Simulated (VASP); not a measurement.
Here is a VASP 6.6.1 calculation.

File INCAR:

```
PREC = Accurate ; ENCUT = 520
EDIFF = 1E-6 ; ISMEAR = -1
SIGMA = 0.05 ; LREAL = Auto
LASPH = True ; NELM = 120
ALGO = Normal ; ISIF = 2
LWAVE = False ; LCHARG = False
GGA = PE ; IVDW = 12
NBANDS = 74 ; GGA_COMPAT = False
```

KPOINTS

```
regular mesh
0
Gamma
  1 1 1
```

The input POSCAR:

```
H3CN
1.0
    8.4343270000      0.0000000000      0.0000000000
    0.0000000000      8.4343270000      0.0000000000
    0.0000000000      0.0000000000      8.4343270000
N C H
8 8 24
Direct
    0.1682529027      0.7242545849      0.7907803432
    0.1767775900      0.7725097687      0.9137302834
    0.7198677500      0.6737111331      0.1905190539
    0.8105685255      0.5853934760      0.1659409221
    0.5212745486      0.0889223290      1.0502675554
    0.6280169123      0.0839071096      1.1222116477
    0.2165199428      0.7281197421      0.2679763305
    0.1359444565      0.7866899161      0.3609179488
    0.8689015733      0.0449946985      0.6449240111
    0.7843660792     -0.0139904464      0.4785562618
   -0.0276607725      0.2262302612      0.0430621198
    0.1539186233      0.2129393371      0.0104454096
    0.3194090056      0.2598784704      0.6037707573
    0.2121568206      0.3988581424      0.5911200740
    0.6704625040      0.5719602761      0.7769558852
    0.6544683411      0.5377785329      0.5899462992
    0.8333919233      0.1669724212      0.6836230087
    0.8248790923     -0.0342054559      0.7412446779
    0.9968548765      0.0459787722      0.6400866364
    0.6621393740      0.0051693514      0.4437224215
    0.8436002066      0.0393392383      0.3788565466
    0.7660006542     -0.1513220913      0.4666643824
    0.0238786094      0.2741297557      0.1565625805
   -0.1086038044      0.3144886367     -0.0016124582
   -0.0718136729      0.1107260840      0.0526301624
    0.1813422695      0.1382801497     -0.0921946707
    0.2003005100      0.3398611413     -0.0028455145
    0.2364622572      0.1863812015      0.1142829772
    0.2627476976      0.1487848408      0.5833897595
    0.4300165265      0.2593212239      0.5354665523
    0.3612499255      0.2235388787      0.7256891984
    0.1391456603      0.4167730277      0.6822951019
    0.2925900312      0.4904362850      0.5505240667
    0.1117338704      0.3730350981      0.4863458578
    0.5530138919      0.5788843615      0.8481767425
    0.7246458431      0.4578907126      0.8283055661
    0.7380197614      0.6658148303      0.8024943780
    0.5225431739      0.5108647080      0.5604359423
    0.6737822710      0.6650323138      0.5494095735
    0.7272423751      0.4555787320      0.5196265215
```

Potentials or basis: VASP PAW PBE potentials, release 64 (N, C, H).

Launch:

```sh
$ cat potpaw_PBE.64/N/POTCAR potpaw_PBE.64/C/POTCAR potpaw_PBE.64/H/POTCAR > POTCAR
$ mpirun -np 1 vasp_gam > vasp.out
```

Task: Predict the pressure.

Result: -0.4 GPa.

Task: Estimate the dispersion energy per atom.

Result: -0.033 eV.

Forces on the atoms (eV/Å):
```
N    0.012  0.249  0.425
N   -0.054 -0.138 -0.469
N   -3.042  2.926  0.793
N    3.004 -2.886 -0.795
N   -3.631  0.155 -2.575
N    3.588 -0.200  2.521
N   -2.753  1.985  3.293
N    2.798 -1.992 -3.202
C   -2.773 -0.405 -0.796
C    0.522 -1.473  1.187
C    3.429  1.001  2.539
C    1.188  1.855 -1.285
C    1.201 -2.026  1.821
C    0.240 -1.527 -5.784
C   -2.684 -6.251 -0.479
C   -2.447  2.659  0.641
H   -0.022 -0.477 -0.523
H    0.464  0.246 -0.290
H    0.448 -0.374 -0.289
H   -0.892  1.285  1.073
H    0.790 -0.260 -0.564
H    1.511  1.602  0.262
H   -2.591 -0.228  0.755
H    0.230  0.256 -0.921
H   -1.051 -1.335  0.435
H    0.514  0.160 -0.038
H   -0.348 -0.981 -0.794
H   -1.390 -0.743 -0.624
H   -0.767 -1.023 -0.924
H   -0.213  0.324 -0.359
H   -0.071  1.141 -0.253
H   -1.923  1.107  3.571
H   -0.677  1.149  0.215
H    2.166  0.652  1.584
H    1.133  0.136 -1.318
H   -0.209  1.293 -0.113
H    2.386  3.130  0.744
H    1.750  0.265  0.320
H   -0.167 -1.287 -0.598
H    0.327  0.026  0.813
```

Caveat: the k points lie up to 0.74 Å⁻¹ apart; the standard files for N, O and F lose accuracy on very short bonds; the atoms stand as in a frame of molecular dynamics.
